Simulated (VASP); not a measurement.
The system is Al.

```
Al
1.0
     0.00000    2.00738    2.00738
     2.00738    0.00000    2.00738
     2.00738    2.00738    0.00000
Al
1
Direct
  0.00000 0.00000 0.00000
```

Base run:

| Quantity | Value |
| --- | --- |
| Program | VASP 6.6.1 |
| Functional | r2SCAN |
| Potentials or basis | VASP PAW PBE potentials, release 64 (Al) |
| Cutoff | 520 eV |
| k mesh | 13 × 13 × 13 |
| Occupations | fermi-dirac, width 0.05 eV |
| Spin | no spin polarisation |

Its results: pressure -1.8 GPa.

Q: The run is repeated on the same cell with these changes: functional from r2SCAN to PBEsol. What comes out?

A: Pressure 0.0 GPa.

Caveats: the PAW data sets were made with another functional, which shifts forces and pressure a little.
